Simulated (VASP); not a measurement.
Hf, 2 atoms in the cell. The structure is hexagonal, space group P6_3/mmc (No. 194). The conventional cell has a = 3.205 Å, b = 3.205 Å, c = 5.074 Å, α = 90.00°, β = 90.00°, γ = 120.00°. Within 4.1 Å of Hf (site symmetry -6m2) lie 12 Hf at 3.14 to 3.20 Å. 

- Program: VASP 6.6.1
- Task: single point
- Functional: PBE
- Potentials or basis: VASP PAW PBE potentials, release 64 (Hf_pv)
- Cutoff: 520 eV
- k mesh: 9 × 9 × 5
- Occupations: fermi-dirac, width 0.1 eV
- Spin: no spin polarisation
- Dipole correction: no
- Further INCAR settings: ALGO = Normal; EDIFF = 1e-06; NBANDS = 17

Potentials or basis: VASP PAW PBE potentials, release 64 (Hf_pv).

Run with:

```bash
$ cat potpaw_PBE.64/Hf_pv/POTCAR > POTCAR
$ mpirun -np 1 vasp_std > vasp.out
```

Hardware: 1 thread of Intel Xeon 8259CL, with other jobs on the host.

Task: Estimate the wall time of this run.

Result: Wall time 30 s on 1 thread of Intel Xeon 8259CL, on a shared host, peak memory 0.17 GiB. Counts: scf iterations 12, k points 36.
